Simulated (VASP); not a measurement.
A run of VASP 6.6.1:

File INCAR:

```
ALGO = Normal
EDIFF = 1E-6
ENCUT = 500
GGA_COMPAT = F
ISIF = 2
ISMEAR = -1
ISPIN = 2
LASPH = T
LCHARG = F
LMAXMIX = 4
LORBIT = 11
LREAL = F
LWAVE = F
MAGMOM = 0.6 0.6 0.6 0.6
NBANDS = 32
NELM = 200
PREC = Accurate
SIGMA = 0.08
```

Contents of KPOINTS:

```
k-points
0
Gamma
  12 12 3
```

File POSCAR:

```
Pd
1.0
    2.7625616691      0.0000000000      0.0000000000
   -1.3812808346      2.3924485850      0.0000000000
    0.0000000000      0.0000000000      9.1183940900
Pd
4
Direct
    0.0000000000      0.0000000000      0.0000000000
    0.3333333333      0.6666666667      0.2500000000
    0.0000000000      0.0000000000      0.5000000000
    0.6666666667      0.3333333333      0.7500000000
```

Potentials or basis: VASP PAW LDA potentials, release 64 (Pd).

Run with:

```console
$ cat potpaw_LDA.64/Pd/POTCAR > POTCAR
$ mpirun -np 1 vasp_std > vasp.out
```

Hardware: 1 thread of Intel Xeon 8259CL, with other jobs on the host.

Question: How long does it take, and how much memory?

Answer: Run time: 4.9 min on 1 thread of Intel Xeon 8259CL (shared host), peak memory 0.22 GiB. Counts: scf iterations 17, k points 38.
